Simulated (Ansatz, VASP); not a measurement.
Be: VASP beside Ansatz

Contents of INCAR:

```
SYSTEM = Be
PREC = Accurate
ENCUT = 520
EDIFF = 1E-6
ISMEAR = -1
SIGMA = 0.1
LREAL = .False.
LASPH = .True.
NELM = 80
ALGO = Normal
ISIF = 2
LWAVE = .False.
LCHARG = .True.
GGA = RP
LELF = .True.
LVHAR = .True.
NBANDS = 12
```

KPOINTS

```
Automatic mesh
0
Gamma
  18 18 5
  0 0 0
```

File POSCAR:

```
Be
1.0
    2.2748156207      0.0000000000      0.0000000000
   -1.1374078104      1.9700481165      0.0000000000
    0.0000000000      0.0000000000      7.2357091572
Be
4
Direct
    0.0000000000      1.0000000000      1.0000000000
    1.0000000000      1.0000000000      0.5000000000
    0.3333333333      0.6666666667      0.2500000000
    0.6666666667      0.3333333333      0.7500000000
```

Input for Ansatz:

```yaml
crystal:
  lattice:
    - [2.2748156207, 0.0, 0.0]
    - [-1.1374078104, 1.9700481165, 0.0]
    - [0.0, 0.0, 7.2357091572]
  atoms:
    - { symbol: Be, position: [0.0, 1.0, 1.0] }
    - { symbol: Be, position: [1.0, 1.0, 0.5] }
    - { symbol: Be, position: [0.3333333333, 0.6666666667, 0.25] }
    - { symbol: Be, position: [0.6666666667, 0.3333333333, 0.75] }
hamiltonian:
  xc: rpbe
  pseudopotentials:
    kind: paw
    azcp:
      Be: "pseudopotentials/Be.paw.azcp"
basis:
  ecutwfc: 420
  fft_grid_basis: typed
kpoints:
  mp_grid: { grid: [18, 18, 5], shift: [0, 0, 0] }
magnetization:
  spin_polarized: false
scf:
  occupations: { method: fermi_dirac, width: 0.1 }
  lower_state_search: "off"
output:
  stress: true
```

Alike in both runs: task single point; functional RPBE; k mesh 18 × 18 × 5; occupations fermi-dirac, width 0.1 eV; no spin polarisation.

|  | VASP | Ansatz |
| --- | --- | --- |
| version | VASP 6.6.1 | Ansatz 0.2.0 |
| potentials or method | VASP PAW PBE potentials, release 64 (Be), cutoff 520 eV | plane waves (420 eV) with PAW, scalar-relativistic |
| valence electrons in the cell | 8 | 8 |

|  | VASP | Ansatz | Ansatz less VASP |
| --- | --- | --- | --- |
| pressure (GPa) | 0.1 | 0.0 | -0.01 |
| traceless stress, the component that is largest in VASP (GPa) | 0.63 | 0.62 | -0.017 |

VASP's potentials were made for PBE, not for RPBE.
